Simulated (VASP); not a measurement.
Write the native input for VASP 6.6.1 that does the following.

```yaml
Task: single point
Functional: PBE
Potentials_or_basis: VASP PAW PBE potentials, release 64 (Mg)
Cutoff: 600 eV
k_mesh: 6 × 6 × 6
Occupations: gaussian, width 0.1 eV
Spin: no spin polarisation
Dipole_correction: no
Further_INCAR_settings: ALGO = Normal; EDIFF = 1e-06; NBANDS = 7; ISYM = 0
```

The structure of Mg lies in POSCAR:

```
Mg
1.0
   -1.8359916300      1.8359916300      1.6794040200
    1.8359916300     -1.8359916300      1.6794040200
    1.8359916300      1.8359916300     -1.6794040200
Mg
1
Direct
    0.0000000000      0.0000000000      0.0000000000
```

The input as run:

INCAR

```
ALGO     = Normal         # electronic algorithm
EDIFF    = 1E-6           # SCF threshold, eV
ENCUT    = 600            # plane-wave cutoff, eV
GGA      = PE             # functional
GGA_COMPAT= False        
ISIF     = 2              # what is computed and relaxed
ISMEAR   = 0              # smearing method
ISYM     = 0            
LASPH    = True           # aspherical terms in the spheres
LCHARG   = True           # write CHGCAR
LELF     = True           # ELF
LREAL    = False          # projectors in reciprocal space
LVHAR    = True         
LWAVE    = False          # write WAVECAR
NBANDS   = 7              # bands
NELM     = 120            # most SCF steps
PREC     = Accurate       # precision mode
SIGMA    = 0.1            # smearing width, eV
```

KPOINTS

```
k-points
0
Gamma
  6 6 6
```

Potentials or basis: VASP PAW PBE potentials, release 64 (Mg).

Run with:

```bash
$ cat potpaw_PBE.64/Mg/POTCAR > POTCAR
$ mpirun -np 1 vasp_std > vasp.out
```

It gave:

```json
{
 "Pressure": "0.5 GPa",
 "Band gap on the k mesh": "zero (bands 1 and 2 overlap by 4.55 eV)"
}
```

Caveat: the k points lie up to 0.42 Å⁻¹ apart, too coarse for converged energies and pressures of a metal.

Wall time 9.9 s on 1 thread of AMD EPYC 9R45 96-Core Processor (Zen 5), with other jobs on the host, peak memory 0.14 GiB.
